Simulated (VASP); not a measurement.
A run of VASP 6.6.1 is set up as follows.

Contents of INCAR:

```
SYSTEM = Al
PREC = Accurate
ENCUT = 520
EDIFF = 1E-6
ISMEAR = 0
SIGMA = 0.15
LREAL = .FALSE.
LASPH = .TRUE.
NELM = 60
ALGO = Fast
ISIF = 2
LWAVE = .FALSE.
LCHARG = .FALSE.
GGA = PE
IVDW = 12
NBANDS = 8
```

File KPOINTS:

```
regular mesh
0
G
  20 20 20
  0 0 0
```

The input POSCAR:

```
Al
1.0
   -0.0928811800      1.9910220790      2.0840028101
    1.8981408990      0.0000000000      1.9911216301
    1.9910220790      1.9910220790     -0.0928811800
Al
1
Direct
    0.0000000000      0.0000000000      0.0000000000
```

Potentials or basis: VASP PAW PBE potentials, release 64 (Al).

The run is started by

```bash
$ cat potpaw_PBE.64/Al/POTCAR > POTCAR
$ mpirun -np 1 vasp_std > vasp.out
```

(1) What does it give for the dispersion energy per atom?

(2) What does it give for the pressure?

Results:

(1) -0.337 eV.

(2) -2.7 GPa.

Caveat: the cell differs from its parent crystal (engineering shear strain xz -0.0933, normal strain along z +0.0467); pairwise dispersion overbinds metals, which lowers pressure and volume.
